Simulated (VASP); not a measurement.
# Pb2O (Pn-3m) in VASP: further runs

Pb2O is run at these levels: PBEsol; tasks: single point, relaxation of cell and atoms.

All numbers are computed with VASP 6.6.1; they aren't measurements. Logs are shortened: lines on timing, memory, paths and dates and some standing lists are left out, and cuts for length are marked.

## (1) The cell of the first run

The structure is cubic, space group Pn-3m (No. 224). The conventional cell has a = 5.140 Å, b = 5.140 Å, c = 5.140 Å, α = 90.00°, β = 90.00°, γ = 90.00°. Within 2.9 Å of Pb (site symmetry -3m) lie 2 O at 2.23 Å. Within 2.9 Å of O (site symmetry -43m) lie 4 Pb at 2.23 Å.

## (2) Single point, PBEsol

Contents of INCAR:

```
SYSTEM = Pb2O
ALGO = Normal
EDIFF = 1E-6
ENCUT = 520
GGA = PS
ISIF = 2
ISMEAR = -1
LASPH = .TRUE.
LCHARG = .TRUE.
LELF = .TRUE.
LREAL = .FALSE.
LVHAR = .TRUE.
LWAVE = .FALSE.
NBANDS = 43
NELM = 80
PREC = Accurate
SIGMA = 0.15
```

Contents of KPOINTS:

```
k-points
0
G
  4 4 4
  0 0 0
```

Contents of POSCAR:

```
Pb2O
1.0
    5.1403267926      0.0000000000      0.0000000000
    0.0000000000      5.1403267926      0.0000000000
    0.0000000000      0.0000000000      5.1403267926
Pb O
4 2
Direct
    0.2500000000      0.2500000000      0.2500000000
    0.7500000000      0.7500000000      0.2500000000
    0.2500000000      0.7500000000      0.7500000000
    0.7500000000      0.2500000000      0.7500000000
    0.0000000000      0.0000000000      0.0000000000
    0.5000000000      0.5000000000      0.5000000000
```

Potentials or basis: VASP PAW PBE potentials, release 64 (Pb_d, O).

Run with:

```console
$ cat potpaw_PBE.64/Pb_d/POTCAR potpaw_PBE.64/O/POTCAR > POTCAR
$ mpirun -np 1 vasp_std > vasp.out
```

OUTCAR:

```text
SYSTEM = Pb2O
   EDIFF = 1E-6
   ENCUT = 520
   GGA = PS
   ISIF = 2
   ISMEAR = -1
   LASPH = .TRUE.
   LREAL = .FALSE.
   NELM = 80
   PREC = Accurate

 ion  position               nearest neighbor table
   1  0.250  0.250  0.250-   5 2.23   6 2.23   4 3.63   2 3.63   3 3.63   3 3.63   4 3.63   2 3.63
                             3 3.63   3 3.63   2 3.63   4 3.63   4 3.63   2 3.63
   2  0.750  0.750  0.250-   5 2.23   6 2.23   4 3.63   1 3.63   3 3.63   3 3.63   4 3.63   1 3.63
                             4 3.63   4 3.63   1 3.63   3 3.63   3 3.63   1 3.63
   3  0.250  0.750  0.750-   5 2.23   6 2.23   4 3.63   1 3.63   2 3.63   1 3.63   2 3.63   1 3.63
                             4 3.63   1 3.63   2 3.63   4 3.63   2 3.63   4 3.63
   4  0.750  0.250  0.750-   5 2.23   6 2.23   3 3.63   1 3.63   2 3.63   1 3.63   2 3.63   2 3.63
                             3 3.63   2 3.63   1 3.63   3 3.63   1 3.63   3 3.63
   5  0.000  0.000  0.000-   1 2.23   2 2.23   3 2.23   4 2.23
   6  0.500  0.500  0.500-   1 2.23   2 2.23   3 2.23   4 2.23

  LATTYP: Found a simple cubic cell.
 ALAT       =     5.1403267926

  Lattice vectors:

 A1 = (   5.1403267926,   0.0000000000,   0.0000000000)
 A2 = (   0.0000000000,   5.1403267926,   0.0000000000)
 A3 = (   0.0000000000,   0.0000000000,   5.1403267926)

Analysis of symmetry for initial positions (statically):
=====================================================================
 Subroutine PRICEL returns:
 Original cell was already a primitive cell.

 Routine SETGRP: Setting up the symmetry group for a
 simple cubic supercell.

 Subroutine GETGRP returns: Found 48 space group operations
 (whereof 24 operations were pure point group operations)
 out of a pool of 48 trial point group operations.

The static configuration has the point symmetry T_d .
 The point group associated with its full space group is O_h .

Analysis of symmetry for dynamics (positions and initial velocities):
=====================================================================
 Subroutine PRICEL returns:
 Original cell was already a primitive cell.

 Routine SETGRP: Setting up the symmetry group for a
 simple cubic supercell.

 Subroutine GETGRP returns: Found 48 space group operations
 (whereof 24 operations were pure point group operations)
 out of a pool of 48 trial point group operations.

The dynamic configuration has the point symmetry T_d .
 The point group associated with its full space group is O_h .

 Subroutine INISYM returns: Found 48 space group operations
 (whereof 24 operations are pure point group operations),
 and found     1 'primitive' translations

----------------------------------------------------------------------------------------

                                     Primitive cell

  volume of cell :     135.8226

  direct lattice vectors                    reciprocal lattice vectors
     5.140326793  0.000000000  0.000000000     0.194540161  0.000000000  0.000000000
     0.000000000  5.140326793  0.000000000     0.000000000  0.194540161  0.000000000
     0.000000000  0.000000000  5.140326793     0.000000000  0.000000000  0.194540161

  length of vectors
     5.140326793  5.140326793  5.140326793     0.194540161  0.194540161  0.194540161

  position of ions in fractional coordinates (direct lattice)
     0.250000000  0.250000000  0.250000000
     0.750000000  0.750000000  0.250000000
     0.250000000  0.750000000  0.750000000
     0.750000000  0.250000000  0.750000000
     0.000000000  0.000000000  0.000000000
     0.500000000  0.500000000  0.500000000

  ion indices of the primitive-cell ions
   primitive index   ion index
                 1           1
                 2           2
                 3           3
                 4           4
                 5           5
                 6           6

----------------------------------------------------------------------------------------

 KPOINTS: k-points

Automatic generation of k-mesh.
 Grid dimensions read from file:
 generate k-points for:    4    4    4

 Generating k-lattice:

  Cartesian coordinates                     Fractional coordinates (reciprocal lattice)
     0.048635040  0.000000000  0.000000000     0.250000000  0.000000000  0.000000000
     0.000000000  0.048635040  0.000000000     0.000000000  0.250000000  0.000000000
     0.000000000  0.000000000  0.048635040     0.000000000  0.000000000  0.250000000

  Length of vectors
     0.048635040  0.048635040  0.048635040

  Shift w.r.t. Gamma in fractional coordinates (k-lattice)
     0.000000000  0.000000000  0.000000000

 Subroutine IBZKPT returns following result:
 ===========================================

 Found     10 irreducible k-points:

 Following reciprocal coordinates:
            Coordinates               Weight
  0.000000  0.000000  0.000000      1.000000
  0.250000  0.000000  0.000000      6.000000
  0.500000  0.000000  0.000000      3.000000
  0.250000  0.250000  0.000000     12.000000
  0.500000  0.250000  0.000000     12.000000
  0.500000  0.500000  0.000000      3.000000
  0.250000  0.250000  0.250000      8.000000
  0.500000  0.250000  0.250000     12.000000
  0.500000  0.500000  0.250000      6.000000
  0.500000  0.500000  0.500000      1.000000
   k-points           NKPTS =     10   k-points in BZ     NKDIM =     10   number of bands    NBANDS=     43
   number of dos      NEDOS =    301   number of ions     NIONS =      6
   total plane-waves  NPLWV =  64000
   dimension x,y,z NGX =    40 NGY =   40 NGZ =   40
   dimension x,y,z NGXF=    80 NGYF=   80 NGZF=   80
   ions per type =               4   2
   NGX,Y,Z   is equivalent  to a cutoff of  12.94, 12.94, 12.94 a.u.
   NGXF,Y,Z  is equivalent  to a cutoff of  25.87, 25.87, 25.87 a.u.
 SYSTEM =  Pb2O
   PREC   = accura    normal or accurate (medium, high low for compatibility)
   ISTART =      0    job   : 0-new  1-cont  2-samecut
   ICHARG =      2    charge: 1-file 2-atom 10-const
   ISPIN  =      1    spin polarized calculation?
   LNONCOLLINEAR =      F non collinear calculations
   LSORBIT =      F    spin-orbit coupling
   LASPH  =      T    aspherical Exc in radial PAW
   ENCUT  =  520.0 eV  38.22 Ry    6.18 a.u.   9.56  9.56  9.56*2*pi/ulx,y,z
   NELM   =     80;   NELMIN=  2; NELMDL= -5     # of ELM steps
   EDIFF  = 0.1E-05   stopping-criterion for ELM
   LREAL  =      F    real-space projection
   EDIFFG = 0.1E-04   stopping-criterion for IOM
   NSW    =      0    number of steps for IOM
   IBRION =     -1    ionic relax: 0-MD 1-quasi-New 2-CG
   NFREE  =      0    steps in history (QN), initial steepest desc. (CG)
   ISIF   =      2    stress and relaxation
   ISYM   =      2    0-nonsym 1-usesym 2-fastsym
   POTIM  = 0.5000    time-step for ionic-motion
   TEBEG  =    0.0;   TEEND  =   0.0 temperature during run
   PSTRESS=    0.0 pullay stress
   NELECT =      68.0000    total number of electrons
   NUPDOWN=      -1.0000    fix difference up-down
   EMIN   =  10.00;   EMAX   =-10.00  energy-range for DOS
   EFERMI =   0.00;   METHOD = LEGACY
   ISMEAR =    -1;   SIGMA  =   0.15  broadening in eV -4-tet -1-fermi 0-gaus
   EFERMI_NEDOS =   21; number of points for ismear=-14 and -15
   IALGO  =     38    algorithm
   IMIX   =      4    mixing-type and parameters
     AMIX     =   0.40;   BMIX     =  1.00
     AMIX_MAG =   1.60;   BMIX_MAG =  1.00
  volume/ion in A,a.u.               =      22.64       152.76
  Fermi-wavevector in a.u.,A,eV,Ry     =   1.299931  2.456514 22.991416  1.689821
  Thomas-Fermi vector in A             =   2.431163
   LORBIT       =      0    0 simple, 1 ext, 2 COOP (PROOUT), +10 PAW based schemes
   GGA     = PS    functional components
   LHFCALC =     F    Hartree Fock is set to
   AEXX    =    0.0000 exact exchange contribution
   IVDW    =     0    specifies the selected vdW correction
   LEPSILON=     F    determine dielectric tensor
   LRPA    =     F    only Hartree local field effects (RPA)
 non-spin polarized calculation
  energy-cutoff  :      520.00
  volume of cell :      135.82
 maximum number of plane-waves:      3743
 NGX is ok and might be reduce to    40
   NGX = 19   NGY = 19   NGZ = 19

 number of electron      68.0000016 magnetization

 Free energy of the ion-electron system (eV)
  ---------------------------------------------------
  ext. energy  EPLUGINS =         0.00000000
  ---------------------------------------------------
  free energy    TOTEN  =       -28.19156813 eV

  energy without entropy =      -28.07943450  energy(sigma->0) =      -28.13550132

 E-fermi :   6.1721     XC(G=0): -10.3873

 val. band max:        6.0936562095   @ k =   0.5000   0.5000   0.2500
 cond. band min:       6.8334406102   @ k =   0.2500   0.2500   0.0000
 fundamental gap:      0.7397844006
 Fermi energy:         6.1720848102

 k-point     1 :       0.0000    0.0000    0.0000
  band No.  band energies     occupation
      1     -13.2895      2.00000
      2     -11.9231      2.00000
      3     -10.2173      2.00000
      4     -10.2173      2.00000
      5     -10.1599      2.00000
      6     -10.1599      2.00000
[... 35 lines left out ...]
     42      12.5295      0.00000
     43      12.5295      0.00000

 k-point     2 :       0.2500    0.0000    0.0000
  band No.  band energies     occupation
      1     -13.1497      2.00000
      2     -12.2349      2.00000
      3     -10.1930      2.00000
      4     -10.1712      2.00000
      5     -10.1207      2.00000
      6     -10.1165      2.00000
[... 35 lines left out ...]
     42      12.2440      0.00000
     43      12.9469      0.00000

 k-point     3 :       0.5000    0.0000    0.0000
  band No.  band energies     occupation
      1     -12.7601      2.00000
      2     -12.7601      2.00000
      3     -10.1401      2.00000
      4     -10.1401      2.00000
      5     -10.0729      2.00000
      6     -10.0729      2.00000
[... 275 lines left out ...]
      6     -10.0971      2.00000
[... 35 lines left out ...]
     42      13.6464      0.00000
     43      14.3457      0.00000

 k-point    10 :       0.5000    0.5000    0.5000
  band No.  band energies     occupation
      1     -13.2711      2.00000
      2     -11.9462      2.00000
      3     -10.1475      2.00000
      4     -10.1475      2.00000
      5     -10.1475      2.00000
      6     -10.1115      2.00000
[... 35 lines left out ...]
     42      14.6212      0.00000
     43      14.6212      0.00000

------------------------ aborting loop because EDIFF is reached ----------------------------------------

  FORCE on cell =-STRESS in cart. coord.  units (eV):
  Direction    XX          YY          ZZ          XY          YZ          ZX
  --------------------------------------------------------------------------------------
  -------------------------------------------------------------------------------------
  Total        8.5198316      8.5198316      8.5198316      0.0000000     -0.0000000      0.0000000
  in kB      100.5007737    100.5007737    100.5007737      0.0000000     -0.0000000      0.0000000
  external PRESSURE =     100.5007737 kB  Pullay stress =       0.0000000 kB

 VOLUME and BASIS-vectors are now :
 -----------------------------------------------------------------------------
  energy-cutoff  :      520.00
  volume of cell :      135.82
      direct lattice vectors                 reciprocal lattice vectors
     5.140326793  0.000000000  0.000000000     0.194540161  0.000000000  0.000000000
     0.000000000  5.140326793  0.000000000     0.000000000  0.194540161  0.000000000
     0.000000000  0.000000000  5.140326793     0.000000000  0.000000000  0.194540161

 POSITION                                       TOTAL-FORCE (eV/Angst)
 -----------------------------------------------------------------------------------
      1.28508      1.28508      1.28508        -0.000000      0.000000      0.000000
      3.85525      3.85525      1.28508         0.000000     -0.000000      0.000000
      1.28508      3.85525      3.85525         0.000000      0.000000     -0.000000
      3.85525      1.28508      3.85525        -0.000000     -0.000000      0.000000
      0.00000      0.00000      0.00000         0.000000     -0.000000      0.000000
      2.57016      2.57016      2.57016         0.000000     -0.000000      0.000000
 -----------------------------------------------------------------------------------
    total drift:                                0.000000      0.000000     -0.000000

  FREE ENERGIE OF THE ION-ELECTRON SYSTEM (eV)
  ---------------------------------------------------
  free  energy   TOTEN  =       -28.1915681295 eV

  energy  without entropy=      -28.0794345016  energy(sigma->0) =      -28.13550132
```

Wall time 2.4 min (1 thread of Intel Xeon 8259CL, shared host); peak memory 0.22 GiB.

What came out:

```yaml
Free_energy: -28.1916 eV
Pressure: 10.1 GPa
Band_gap_on_the_k_mesh: zero (bands 34 and 35 overlap by 0.57 eV)
```

Levels at points of the mesh, in eV from the Fermi level:
| k point | band 31 | band 32 | band 33 | band 34 | band 35 | band 36 | band 37 | band 38 |
| --- | --- | --- | --- | --- | --- | --- | --- | --- |
| (0.00, 0.00, 0.00) | -2.47 | -0.27 | -0.27 | -0.27 | 2.34 | 2.34 | 2.34 | 3.06 |
| (0.50, 0.00, 0.00) | -0.83 | -0.83 | -0.77 | -0.77 | 1.36 | 1.36 | 2.07 | 2.07 |
| (0.50, 0.50, 0.00) | -1.12 | -1.12 | -0.22 | -0.22 | 1.84 | 1.84 | 2.13 | 2.13 |
| (0.50, 0.50, 0.50) | -1.12 | -1.12 | -0.79 | -0.79 | -0.79 | 1.42 | 5.26 | 5.26 |

Caveat: the cell stands under pressure; semilocal functionals underestimate gaps, and a narrow one can read as zero; the PAW data sets were made with another functional, which shifts forces and pressure a little; spin-orbit coupling is left out, which moves the levels of the heavy elements.

## (3) Single point, PBEsol

This run uses another cell than the first one, of 25.91 Å³/atom.

Contents of INCAR:

```
SYSTEM = Pb2O
ALGO = Normal ; EDIFF = 1E-6
ENCUT = 520 ; GGA = PS
ISIF = 2 ; ISMEAR = -1
LASPH = .True. ; LCHARG = .False.
LREAL = .False. ; LWAVE = .False.
NBANDS = 43 ; NELM = 80
PREC = Accurate ; SIGMA = 0.15
```

Contents of KPOINTS:

```
k-points
0
Gamma
  4 4 4
  0 0 0
```

Changes to POSCAR since step 2:

```diff
@@ -2,5 +2,5 @@
 1.0
-    5.1403267926      0.0000000000      0.0000000000
-    0.0000000000      5.1403267926      0.0000000000
-    0.0000000000      0.0000000000      5.1403267926
+    5.3766973771      0.0000000000      0.0000000000
+    0.0000000000      5.3766973771      0.0000000000
+    0.0000000000      0.0000000000      5.3766973771
 Pb O
```

Potentials or basis: VASP PAW PBE potentials, release 64 (Pb_d, O).

Run with:

```console
$ cat potpaw_PBE.64/Pb_d/POTCAR potpaw_PBE.64/O/POTCAR > POTCAR
$ mpirun -np 1 vasp_std > vasp.out
```

OUTCAR:

```text
SYSTEM = Pb2O
   EDIFF = 1E-6
   ENCUT = 520
   GGA = PS
   ISIF = 2
   ISMEAR = -1
   LASPH = .True.
   LREAL = .False.
   NELM = 80
   PREC = Accurate

 ion  position               nearest neighbor table
   1  0.250  0.250  0.250-   5 2.33   6 2.33   4 3.80   2 3.80   3 3.80   3 3.80   4 3.80   2 3.80
                             3 3.80   3 3.80   2 3.80   4 3.80   4 3.80   2 3.80
   2  0.750  0.750  0.250-   5 2.33   6 2.33   4 3.80   1 3.80   3 3.80   3 3.80   4 3.80   1 3.80
                             4 3.80   4 3.80   1 3.80   3 3.80   3 3.80   1 3.80
   3  0.250  0.750  0.750-   5 2.33   6 2.33   4 3.80   1 3.80   2 3.80   1 3.80   2 3.80   1 3.80
                             4 3.80   1 3.80   2 3.80   4 3.80   2 3.80   4 3.80
   4  0.750  0.250  0.750-   5 2.33   6 2.33   3 3.80   1 3.80   2 3.80   1 3.80   2 3.80   2 3.80
[... 656 lines left out ...]
  in kB        0.4861063      0.4861063      0.4861063      0.0000000      0.0000000     -0.0000000
  external PRESSURE =       0.4861063 kB  Pullay stress =       0.0000000 kB

 VOLUME and BASIS-vectors are now :
 -----------------------------------------------------------------------------
  energy-cutoff  :      520.00
  volume of cell :      155.43
      direct lattice vectors                 reciprocal lattice vectors
     5.376697377  0.000000000  0.000000000     0.185987778  0.000000000  0.000000000
     0.000000000  5.376697377  0.000000000     0.000000000  0.185987778  0.000000000
     0.000000000  0.000000000  5.376697377     0.000000000  0.000000000  0.185987778

 POSITION                                       TOTAL-FORCE (eV/Angst)
 -----------------------------------------------------------------------------------
      1.34417      1.34417      1.34417         0.000000     -0.000000      0.000000
      4.03252      4.03252      1.34417        -0.000000     -0.000000      0.000000
      1.34417      4.03252      4.03252        -0.000000      0.000000     -0.000000
      4.03252      1.34417      4.03252        -0.000000      0.000000      0.000000
      0.00000      0.00000      0.00000         0.000000      0.000000     -0.000000
      2.68835      2.68835      2.68835         0.000000      0.000000     -0.000000
 -----------------------------------------------------------------------------------
    total drift:                                0.000000      0.000000     -0.000000

  FREE ENERGIE OF THE ION-ELECTRON SYSTEM (eV)
  ---------------------------------------------------
  free  energy   TOTEN  =       -28.7556446094 eV

  energy  without entropy=      -28.6274014822  energy(sigma->0) =      -28.69152305
```

OSZICAR:

```text
N       E                     dE             d eps       ncg     rms          rms(c)
DAV:   1     0.860839748416E+03    0.86084E+03   -0.32658E+04   860   0.185E+03
DAV:   2     0.941328022181E+02   -0.76671E+03   -0.74542E+03   860   0.504E+02
DAV:   3    -0.256835942496E+02   -0.11982E+03   -0.11591E+03  1112   0.223E+02
DAV:   4    -0.338917619130E+02   -0.82082E+01   -0.81206E+01  1088   0.596E+01
DAV:   5    -0.340682261868E+02   -0.17646E+00   -0.17631E+00  1101   0.933E+00    0.126E+01
DAV:   6    -0.291698536521E+02    0.48984E+01   -0.22723E+01  1299   0.304E+01    0.708E+00
DAV:   7    -0.288538970520E+02    0.31596E+00   -0.47851E+00  1086   0.121E+01    0.235E+00
DAV:   8    -0.288575582510E+02   -0.36612E-02   -0.43766E-01   982   0.288E+00    0.169E+00
DAV:   9    -0.288278496890E+02    0.29709E-01   -0.27988E-01  1372   0.455E+00    0.223E+00
DAV:  10    -0.287538922912E+02    0.73957E-01   -0.21364E-01  1277   0.318E+00    0.378E-01
DAV:  11    -0.287583242949E+02   -0.44320E-02   -0.31147E-02  1098   0.104E+00    0.400E-01
DAV:  12    -0.287558901946E+02    0.24341E-02   -0.13368E-02  1319   0.852E-01    0.141E-01
DAV:  13    -0.287556170933E+02    0.27310E-03   -0.22935E-03  1244   0.303E-01    0.173E-02
DAV:  14    -0.287556462811E+02   -0.29188E-04   -0.22234E-04   998   0.807E-02    0.159E-02
DAV:  15    -0.287556485029E+02   -0.22218E-05   -0.96006E-06  1108   0.176E-02    0.172E-02
DAV:  16    -0.287556447620E+02    0.37409E-05   -0.55999E-06   789   0.158E-02    0.637E-03
DAV:  17    -0.287556446094E+02    0.15258E-06   -0.25047E-06   781   0.674E-03
   1 F= -.28755645E+02 E0= -.28691523E+02  d E =-.128243E+00
```

It took 2.4 min on 1 thread of Intel Xeon 8259CL, shared host; peak memory 0.23 GiB.

Results:

```
Free energy            : -28.7556 eV
Pressure               : 0.0 GPa
Band gap on the k mesh : zero (bands 34 and 35 overlap by 0.72 eV)
```

Caveat: semilocal functionals underestimate gaps, and a narrow one can read as zero; the PAW data sets were made with another functional, which shifts forces and pressure a little; spin-orbit coupling is left out, which moves the levels of the heavy elements.

[end of part 1 of 3]

The gap in the log of VASP goes by the Fermi energy; the results here count the filled bands.